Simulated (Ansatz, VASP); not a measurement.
ZrSi3 in VASP and in Ansatz

```xyz
4
Lattice="5.0891 0.0000 0.0000 -2.5445 4.4073 0.0000 0.0000 0.0000 2.8230" Properties=species:S:1:pos:R:3 pbc="T T T"
Zr    0.0000    0.0000    1.4115
Si    2.5445    0.0000    0.0000
Si   -1.2723    2.2036    0.0000
Si    1.2723    2.2036    0.0000
```

Alike in both runs: task relaxation of cell and atoms; functional PBE; k mesh 6 × 6 × 6; occupations gaussian, width 0.1 eV; no spin polarisation.

|  | VASP | Ansatz |
| --- | --- | --- |
| version | VASP 6.6.1 | Ansatz 0.2.0 |
| potentials or method | VASP PAW PBE potentials, release 64 (Zr_sv, Si), cutoff 600 eV | scalar-relativistic, plane waves, PAW |
| valence electrons in the cell | 24 | 24 |

Ansatz gave:

- gap on the k mesh at the Fermi level, each at its own relaxed structure (eV): none
- relaxed volume (Å³/atom): 16.14
- relaxed cell length with the largest relative difference (Å): 2.993

Question: Estimate VASP's values.

Answer: gap on the k mesh at the Fermi level, each at its own relaxed structure (eV): none; relaxed volume (Å³/atom): 16.10; relaxed cell length with the largest relative difference (Å): 2.985.

A gap of «none» marks a metal or a gap that the smearing closes.

The k mesh is coarse, so the values compare programs but aren't converged.
